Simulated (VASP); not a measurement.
# AsAu3 (P6_3/mmc) in VASP: single point with PBE

Aim: the single point of AsAu3 with PBE.

Everything below comes from runs of VASP 6.6.1. Logs are shortened: lines on timing, memory, paths and dates and some standing lists are left out, and cuts for length are marked.

### 1 The cell of the first run

The structure is hexagonal, space group P6_3/mmc (No. 194). The conventional cell has a = 5.959 Å, b = 5.959 Å, c = 4.809 Å, α = 90.00°, β = 90.00°, γ = 120.00°. Within 3.9 Å of As (site symmetry -6m2) lie 12 Au at 2.96 to 2.98 Å. Au (site symmetry mm2) has 4 As at 2.96 to 2.98 Å and 8 Au at 2.96 to 2.98 Å within 3.9 Å.

### 2 Single point, PBE

INCAR reads:

```
SYSTEM = AsAu3
  ALGO = Fast
  EDIFF = 1E-6
  ENCUT = 520
  GGA = PE
  ISIF = 2
  ISMEAR = 0
  LASPH = .TRUE.
  LCHARG = .FALSE.
  LREAL = .FALSE.
  LWAVE = .FALSE.
  NBANDS = 48
  NELM = 100
  PREC = Accurate
  SIGMA = 0.1
```

KPOINTS reads:

```
k-points
0
G
  6 6 4
  0 0 0
```

POSCAR reads:

```
AsAu3
1.0
    5.9589854558      0.0000000000      0.0000000000
   -2.9794927279      5.1606327855      0.0000000000
    0.0000000000      0.0000000000      4.8089070000
As Au
2 6
Direct
    0.6666666700      0.3333333300      0.2500000000
    0.3333333300      0.6666666700      0.7500000000
    0.3336630000      0.1668315000      0.7500000000
    0.8331685000      0.1668315000      0.7500000000
    0.8331685000      0.6663370000      0.7500000000
    0.6663370000      0.8331685000      0.2500000000
    0.1668315000      0.8331685000      0.2500000000
    0.1668315000      0.3336630000      0.2500000000
```

Potentials or basis: VASP PAW PBE potentials, release 64 (As, Au).

Command:

```
$ cat potpaw_PBE.64/As/POTCAR potpaw_PBE.64/Au/POTCAR > POTCAR
$ mpirun -np 1 vasp_std > vasp.out
```

OUTCAR:

```text
SYSTEM = AsAu3
   EDIFF = 1E-6
   ENCUT = 520
   GGA = PE
   ISIF = 2
   ISMEAR = 0
   LASPH = .TRUE.
   LREAL = .FALSE.
   NELM = 100
   PREC = Accurate

 ion  position               nearest neighbor table
   1  0.667  0.333  0.250-   4 2.96   4 2.96   5 2.96   5 2.96   3 2.96   3 2.96   6 2.98   8 2.98
                             7 2.98   7 2.98   6 2.98   8 2.98
   2  0.333  0.667  0.750-   7 2.96   7 2.96   8 2.96   8 2.96   6 2.96   6 2.96   3 2.98   5 2.98
                             4 2.98   4 2.98   3 2.98   5 2.98
   3  0.334  0.167  0.750-   1 2.96   1 2.96   7 2.96   7 2.96   8 2.96   8 2.96   5 2.98   4 2.98
                             2 2.98   2 2.98   5 2.98   4 2.98
   4  0.833  0.167  0.750-   1 2.96   1 2.96   6 2.96   6 2.96   8 2.96   8 2.96   5 2.98   3 2.98
                             2 2.98   2 2.98   5 2.98   3 2.98
   5  0.833  0.666  0.750-   1 2.96   1 2.96   7 2.96   6 2.96   6 2.96   7 2.96   4 2.98   3 2.98
                             2 2.98   2 2.98   4 2.98   3 2.98
   6  0.666  0.833  0.250-   2 2.96   2 2.96   4 2.96   4 2.96   5 2.96   5 2.96   8 2.98   7 2.98
                             1 2.98   1 2.98   8 2.98   7 2.98
   7  0.167  0.833  0.250-   2 2.96   2 2.96   3 2.96   3 2.96   5 2.96   5 2.96   8 2.98   6 2.98
                             1 2.98   1 2.98   8 2.98   6 2.98
   8  0.167  0.334  0.250-   2 2.96   2 2.96   4 2.96   3 2.96   3 2.96   4 2.96   7 2.98   6 2.98
                             1 2.98   1 2.98   7 2.98   6 2.98

  LATTYP: Found a hexagonal cell.
 ALAT       =     5.9589854558
 C/A-ratio  =     0.8070009628

  Lattice vectors:

 A1 = (   5.9589854558,   0.0000000000,   0.0000000000)
 A2 = (  -2.9794927279,   5.1606327855,   0.0000000000)
 A3 = (   0.0000000000,   0.0000000000,   4.8089070000)

Analysis of symmetry for initial positions (statically):
=====================================================================
 Subroutine PRICEL returns:
 Original cell was already a primitive cell.

 Routine SETGRP: Setting up the symmetry group for a
 hexagonal supercell.

 Subroutine GETGRP returns: Found 24 space group operations
 (whereof 12 operations were pure point group operations)
 out of a pool of 24 trial point group operations.

The static configuration has the point symmetry D_3d.
 The point group associated with its full space group is D_6h.

Analysis of symmetry for dynamics (positions and initial velocities):
=====================================================================
 Subroutine PRICEL returns:
 Original cell was already a primitive cell.

 Routine SETGRP: Setting up the symmetry group for a
 hexagonal supercell.

 Subroutine GETGRP returns: Found 24 space group operations
 (whereof 12 operations were pure point group operations)
 out of a pool of 24 trial point group operations.

The dynamic configuration has the point symmetry D_3d.
 The point group associated with its full space group is D_6h.

 Subroutine INISYM returns: Found 24 space group operations
 (whereof 12 operations are pure point group operations),
 and found     1 'primitive' translations

----------------------------------------------------------------------------------------

                                     Primitive cell

  volume of cell :     147.8842

  direct lattice vectors                    reciprocal lattice vectors
     5.958985456  0.000000000  0.000000000     0.167813801  0.096887343  0.000000000
    -2.979492728  5.160632785  0.000000000     0.000000000  0.193774686  0.000000000
     0.000000000  0.000000000  4.808907000     0.000000000  0.000000000  0.207947461

  length of vectors
     5.958985456  5.958985456  4.808907000     0.193774686  0.193774686  0.207947461

  position of ions in fractional coordinates (direct lattice)
     0.666666670  0.333333330  0.250000000
     0.333333330  0.666666670  0.750000000
     0.333663000  0.166831500  0.750000000
     0.833168500  0.166831500  0.750000000
     0.833168500  0.666337000  0.750000000
     0.666337000  0.833168500  0.250000000
     0.166831500  0.833168500  0.250000000
     0.166831500  0.333663000  0.250000000

  ion indices of the primitive-cell ions
   primitive index   ion index
                 1           1
                 2           2
                 3           3
                 4           4
                 5           5
                 6           6
                 7           7
                 8           8

----------------------------------------------------------------------------------------

 KPOINTS: k-points

Automatic generation of k-mesh.
 Grid dimensions read from file:
 generate k-points for:    6    6    4

 Generating k-lattice:

  Cartesian coordinates                     Fractional coordinates (reciprocal lattice)
     0.027968967  0.016147891  0.000000000     0.166666667  0.000000000  0.000000000
     0.000000000  0.032295781  0.000000000     0.000000000  0.166666667  0.000000000
     0.000000000  0.000000000  0.051986865     0.000000000  0.000000000  0.250000000

  Length of vectors
     0.032295781  0.032295781  0.051986865

  Shift w.r.t. Gamma in fractional coordinates (k-lattice)
     0.000000000  0.000000000  0.000000000

 Subroutine IBZKPT returns following result:
 ===========================================

 Found     21 irreducible k-points:

 Following reciprocal coordinates:
            Coordinates               Weight
  0.000000  0.000000  0.000000      1.000000
  0.166667  0.000000  0.000000      6.000000
  0.333333  0.000000  0.000000      6.000000
  0.500000  0.000000  0.000000      3.000000
  0.166667  0.166667  0.000000      6.000000
  0.333333  0.166667  0.000000     12.000000
[... 13 lines left out ...]
  0.333333  0.166667  0.500000     12.000000
  0.333333  0.333333  0.500000      2.000000
   k-points           NKPTS =     21   k-points in BZ     NKDIM =     21   number of bands    NBANDS=     48
   number of dos      NEDOS =    301   number of ions     NIONS =      8
   total plane-waves  NPLWV =  82944
   dimension x,y,z NGX =    48 NGY =   48 NGZ =   36
   dimension x,y,z NGXF=    96 NGYF=   96 NGZF=   72
   ions per type =               2   6
   NGX,Y,Z   is equivalent  to a cutoff of  13.39, 13.39, 12.45 a.u.
   NGXF,Y,Z  is equivalent  to a cutoff of  26.78, 26.78, 24.89 a.u.
 SYSTEM =  AsAu3
   PREC   = accura    normal or accurate (medium, high low for compatibility)
   ISTART =      0    job   : 0-new  1-cont  2-samecut
   ICHARG =      2    charge: 1-file 2-atom 10-const
   ISPIN  =      1    spin polarized calculation?
   LNONCOLLINEAR =      F non collinear calculations
   LSORBIT =      F    spin-orbit coupling
   LASPH  =      T    aspherical Exc in radial PAW
   ENCUT  =  520.0 eV  38.22 Ry    6.18 a.u.  11.08 11.08  8.94*2*pi/ulx,y,z
   NELM   =    100;   NELMIN=  2; NELMDL= -5     # of ELM steps
   EDIFF  = 0.1E-05   stopping-criterion for ELM
   LREAL  =      F    real-space projection
   EDIFFG = 0.1E-04   stopping-criterion for IOM
   NSW    =      0    number of steps for IOM
   IBRION =     -1    ionic relax: 0-MD 1-quasi-New 2-CG
   NFREE  =      0    steps in history (QN), initial steepest desc. (CG)
   ISIF   =      2    stress and relaxation
   ISYM   =      2    0-nonsym 1-usesym 2-fastsym
   POTIM  = 0.5000    time-step for ionic-motion
   TEBEG  =    0.0;   TEEND  =   0.0 temperature during run
   PSTRESS=    0.0 pullay stress
   NELECT =      76.0000    total number of electrons
   NUPDOWN=      -1.0000    fix difference up-down
   EMIN   =  10.00;   EMAX   =-10.00  energy-range for DOS
   EFERMI =   0.00;   METHOD = LEGACY
   ISMEAR =     0;   SIGMA  =   0.10  broadening in eV -4-tet -1-fermi 0-gaus
   EFERMI_NEDOS =   21; number of points for ismear=-14 and -15
   IALGO  =     68    algorithm
   IMIX   =      4    mixing-type and parameters
     AMIX     =   0.40;   BMIX     =  1.00
     AMIX_MAG =   1.60;   BMIX_MAG =  1.00
  volume/ion in A,a.u.               =      18.49       124.75
  Fermi-wavevector in a.u.,A,eV,Ry     =   1.311310  2.478017 23.395690  1.719535
  Thomas-Fermi vector in A             =   2.441781
   LORBIT       =      0    0 simple, 1 ext, 2 COOP (PROOUT), +10 PAW based schemes
   GGA     = PE    functional components
   LHFCALC =     F    Hartree Fock is set to
   AEXX    =    0.0000 exact exchange contribution
   IVDW    =     0    specifies the selected vdW correction
   LEPSILON=     F    determine dielectric tensor
   LRPA    =     F    only Hartree local field effects (RPA)
 non-spin polarized calculation
 RMM-DIIS sequential band-by-band and
 Gauss-broadening in eV      SIGMA  =   0.10
  energy-cutoff  :      520.00
  volume of cell :      147.88
 maximum number of plane-waves:      4002
 NGX is ok and might be reduce to    48
   NGX = 23   NGY = 23   NGZ = 17

 number of electron      76.0000004 magnetization

 Free energy of the ion-electron system (eV)
  ---------------------------------------------------
  ext. energy  EPLUGINS =         0.00000000
  ---------------------------------------------------
  free energy    TOTEN  =       -27.47723662 eV

  energy without entropy =      -27.45661384  energy(sigma->0) =      -27.46692523

 E-fermi :   7.9466     XC(G=0): -11.9038

 val. band max:        7.9321161108   @ k =   0.3333   0.1667   0.2500
 cond. band min:       8.0281659399   @ k =   0.5000   0.0000   0.0000
 fundamental gap:      0.0960498291
 Fermi energy:         7.9465812903

 k-point     1 :       0.0000    0.0000    0.0000
  band No.  band energies     occupation
      1      -4.4452      2.00000
      2      -3.2264      2.00000
      3       1.6166      2.00000
      4       1.6647      2.00000
      5       1.8515      2.00000
      6       1.8556      2.00000
[... 40 lines left out ...]
     47      13.6275      0.00000
     48      13.6275      0.00000

 k-point     2 :       0.1667    0.0000    0.0000
  band No.  band energies     occupation
      1      -4.3324      2.00000
      2      -3.2326      2.00000
      3       1.3051      2.00000
      4       1.7116      2.00000
      5       1.7473      2.00000
      6       1.8320      2.00000
[... 961 lines left out ...]
 k-point    21 :       0.3333    0.3333    0.5000
  band No.  band energies     occupation
      1      -3.3147      2.00000
      2      -3.3147      2.00000
      3       0.9747      2.00000
      4       0.9747      2.00000
      5       1.8367      2.00000
      6       1.8367      2.00000
[... 40 lines left out ...]
     47      13.9633      0.00000
     48      13.9633      0.00000

------------------------ aborting loop because EDIFF is reached ----------------------------------------

  FORCE on cell =-STRESS in cart. coord.  units (eV):
  Direction    XX          YY          ZZ          XY          YZ          ZX
  --------------------------------------------------------------------------------------
  -------------------------------------------------------------------------------------
  Total       -1.0546184     -1.0546184     -0.7388720      0.0000000     -0.0000000      0.0000000
  in kB      -11.4257382    -11.4257382     -8.0049406      0.0000000     -0.0000000      0.0000000
  external PRESSURE =     -10.2854723 kB  Pullay stress =       0.0000000 kB

 VOLUME and BASIS-vectors are now :
 -----------------------------------------------------------------------------
  energy-cutoff  :      520.00
  volume of cell :      147.88
      direct lattice vectors                 reciprocal lattice vectors
     5.958985456  0.000000000  0.000000000     0.167813801  0.096887343  0.000000000
    -2.979492728  5.160632785  0.000000000     0.000000000  0.193774686  0.000000000
     0.000000000  0.000000000  4.808907000     0.000000000  0.000000000  0.207947461

 POSITION                                       TOTAL-FORCE (eV/Angst)
 -----------------------------------------------------------------------------------
      2.97949      1.72021      1.20223         0.000000      0.000000     -0.000000
     -0.00000      3.44042      3.60668         0.000000      0.000000     -0.000000
      1.49122      0.86096      3.60668        -0.028390     -0.016391      0.000000
      4.46777      0.86096      3.60668         0.028390     -0.016391      0.000000
      2.97949      3.43872      3.60668         0.000000      0.032782     -0.000000
      1.48827      4.29968      1.20223         0.028390      0.016391      0.000000
     -1.48827      4.29968      1.20223        -0.028390      0.016391     -0.000000
      0.00000      1.72191      1.20223         0.000000     -0.032782      0.000000
 -----------------------------------------------------------------------------------
    total drift:                               -0.000013      0.000007      0.000000

  FREE ENERGIE OF THE ION-ELECTRON SYSTEM (eV)
  ---------------------------------------------------
  free  energy   TOTEN  =       -27.4772366161 eV

  energy  without entropy=      -27.4566138447  energy(sigma->0) =      -27.46692523
```

It took 67 s on 1 thread of Intel Xeon 6975P-C (Granite Rapids), shared host; peak memory 0.34 GiB.

Results:

* Free energy: -27.4772 eV
* Pressure: -1.0 GPa
* Largest force: 0.033 eV/Å
* Band gap on the k mesh: zero (band 38 reaches 8.45 eV, above the bottom of band 39 at 6.91 eV)

Forces in eV/Å, atoms in the order of the input:
```
As   0.000  0.000  0.000
As   0.000  0.000  0.000
Au  -0.028 -0.016  0.000
Au   0.028 -0.016  0.000
Au   0.000  0.033  0.000
Au   0.028  0.016  0.000
Au  -0.028  0.016  0.000
Au   0.000 -0.033  0.000
```

Caveat: spin-orbit coupling is left out, which moves the levels of the heavy elements.
